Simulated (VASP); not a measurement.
Set up this calculation in VASP 6.6.1, as the native input.

| Property | Result |
| --- | --- |
| Task | single point |
| Functional | r2SCAN |
| Potentials or basis | VASP PAW PBE potentials, release 64 (K_sv, S) |
| Cutoff | 550 eV |
| k mesh | 6 × 6 × 6 |
| Occupations | gaussian, width 0.01 eV |
| Spin | no spin polarisation |
| Dipole correction | no |
| Further INCAR settings | ALGO = Normal; EDIFF = 1e-06; NBANDS = 19 |

K2S:

```xyz
3
Lattice="-0.0298 3.7027 3.7027 3.7027 -0.0298 3.7027 3.6729 3.6729 0.0000" Properties=species:S:1:pos:R:3 pbc="T T T"
K     1.8365    1.8365    1.8623
K     5.5094    5.5094    5.5431
S     0.0000    0.0000    0.0000
```

This cell differs from its parent crystal: shear xy strain -1.6%.

The input as run:

POSCAR

```
K2S
1.0
   -0.0298068855      3.7027186978      3.7027186978
    3.7027186978     -0.0298068855      3.7027186978
    3.6729118123      3.6729118123      0.0000000000
K S
2 1
Direct
    0.2514771308      0.2514771308      0.2485228692
    0.7485228692      0.7485228692      0.7514771308
    0.0000000000      0.0000000000      0.0000000000
```

INCAR.step1

```
ALGO = Normal
EDIFF = 1E-5
ENCUT = 550
GGA = PE
GGA_COMPAT = False
ISMEAR = 0
LASPH = True
LCHARG = False
LREAL = False
LWAVE = True
NBANDS = 19
NELM = 120
PREC = Accurate
SIGMA = 0.01
```

INCAR.step2

```
ALGO = Normal
EDIFF = 1E-6
ENCUT = 550
GGA_COMPAT = False
ISIF = 2
ISMEAR = 0
ISTART = 1
LASPH = True
LCHARG = False
LMIXTAU = True
LREAL = False
LWAVE = False
METAGGA = R2SCAN
NBANDS = 19
NELM = 120
PREC = Accurate
SIGMA = 0.01
```

KPOINTS

```
k-points
0
Gamma
  6 6 6
```

Potentials or basis: VASP PAW PBE potentials, release 64 (K_sv, S).

Run with:

```sh
$ cat potpaw_PBE.64/K_sv/POTCAR potpaw_PBE.64/S/POTCAR > POTCAR
$ cp INCAR.step1 INCAR
$ mpirun -np 1 vasp_std > vasp.out
$ cp INCAR.step2 INCAR
$ mpirun -np 1 vasp_std > vasp.out
```

It gave:

The pressure is 0.0 GPa. The band gap on the k mesh is 2.74 eV, indirect (least direct gap 2.94 eV).

Caveat: the cell differs from its parent crystal (shear xy strain -1.6%); the PAW data sets were made with another functional, which shifts forces and pressure a little.

It took 6 min on 1 thread of Intel(R) Xeon(R) Platinum 8259CL CPU @ 2.50GHz (Skylake/Cascade Lake), on a shared host, peak memory 0.3 GiB.
